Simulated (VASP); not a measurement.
B:

```
CELL_PARAMETERS angstrom
1.84012 0.00000 0.00000
-0.92006 1.59359 0.00000
0.00000 0.00000 2.21491
ATOMIC_POSITIONS crystal
B 0.00000 0.00000 0.00000
```

This isn't the form of B at room conditions, which is rhombohedral.

- Program: VASP 6.6.1
- Task: relaxation of cell and atoms
- Functional: PBE
- Potentials or basis: VASP PAW PBE potentials, release 64 (B)
- Cutoff: 600 eV
- k mesh: 33 × 33 × 24
- Occupations: gaussian, width 0.1 eV
- Spin: no spin polarisation

At the start: pressure 1.4 GPa; volume 6.49 Å³/atom.

**Question.** How do energy, volume and symmetry change on relaxing?

**Answer.** Over 26 steps the energy falls by 335.0 meV/atom and the volume is 8.80 Å³/atom (+35.5 %); space group P6/mmm (No. 191, to 0.1 Å) before and after.

The path:
```csv
step,energy change (eV),largest force (eV/Å),pressure (GPa),volume (Å³)
1,0.0000,0.0000,1.44,6.49
2,-0.0060,0.0000,1.10,6.55
3,-0.0233,0.0000,0.66,6.70
4,-0.1048,0.0000,2.05,6.97
5,-0.2757,0.0000,18.41,7.36
6,-0.2655,0.0000,25.50,7.42
7,-0.2738,0.0000,21.54,7.39
8,-0.2751,0.0000,21.56,7.41
9,-0.2783,0.0000,21.68,7.48
10,-0.2818,0.0000,22.14,7.61
11,-0.2799,0.0000,23.19,7.87
12,-0.2824,0.0000,22.59,7.72
13,-0.2893,0.0000,20.81,7.78
14,-0.3069,0.0000,15.71,7.97
15,-0.3288,0.0000,6.70,8.36
16,-0.3260,0.0000,-7.58,9.17
17,-0.3348,0.0000,-0.42,8.73
18,-0.3348,0.0000,-0.05,8.71
19,-0.3349,0.0000,0.02,8.71
20,-0.3349,0.0000,0.23,8.71
21,-0.3349,0.0000,0.64,8.70
22,-0.3349,0.0000,0.48,8.70
23,-0.3349,0.0000,0.45,8.71
24,-0.3349,0.0000,0.38,8.72
25,-0.3350,0.0000,0.23,8.75
26,-0.3350,0.0000,-0.05,8.80
```

Final structure:
```xyz
1
Lattice="1.7109 0.0000 0.0000 -0.8555 1.4817 0.0000 0.0000 0.0000 3.4723" Properties=species:S:1:pos:R:3 pbc="T T T"
B     0.0000    0.0000    0.0000
```

Caveat: the volume moved by over 15 % at a fixed basis, so the end points are rough; an odd number of electrons without spin polarisation forces a metal; a magnetic or distorted state may lie lower.
